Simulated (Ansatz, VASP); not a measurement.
## Two plane-wave programs on SnO2

```
CELL_PARAMETERS angstrom
5.17526 0.00000 0.00000
0.00000 5.17526 0.00000
0.00000 0.00000 5.17526
ATOMIC_POSITIONS crystal
Sn 0.00000 0.00000 0.00000
Sn 0.50000 0.00000 0.50000
Sn 0.50000 0.50000 0.00000
Sn 0.00000 0.50000 0.50000
O 0.66110 0.83890 0.16110
O 0.83890 0.16110 0.66110
O 0.16110 0.66110 0.83890
O 0.33890 0.33890 0.33890
O 0.66110 0.66110 0.66110
O 0.83890 0.33890 0.16110
O 0.16110 0.83890 0.33890
O 0.33890 0.16110 0.83890
```

Alike in both runs: task relaxation of cell and atoms; functional LDA; k mesh 5 × 5 × 5; occupations fermi-dirac, width 0.05 eV; no spin polarisation.

|  | VASP | Ansatz |
| --- | --- | --- |
| version | VASP 6.6.1 | Ansatz 0.2.0 |
| potentials or method | VASP PAW LDA potentials, release 64 (Sn_d, O) | Ansatz PAW |
| plane-wave cutoff (eV) | 600 | 420 |
| valence electrons in the cell | 104 | 104 |

```csv
,VASP,Ansatz,Ansatz less VASP
"gap on the k mesh at the Fermi level, each at its own relaxed structure (eV)",1.10,1.10,-0.004
relaxed volume (Å³/atom),10.88,10.85,-0.031
relaxed length of the cell vector where the two differ most in proportion (Å),5.073,5.068,-0.0049
```

LDA's correlation is that of Perdew and Zunger in VASP and of Perdew and Wang (1992) in Ansatz.

Noted on Ansatz's run: Pulay correction over one GPa; odd divisions of the mesh miss points on the zone boundary, where band edges often lie, so the gap on the mesh can be too wide; the plane-wave basis is chosen anew once the cell has moved, so the energies of steps on either side of that aren't comparable.
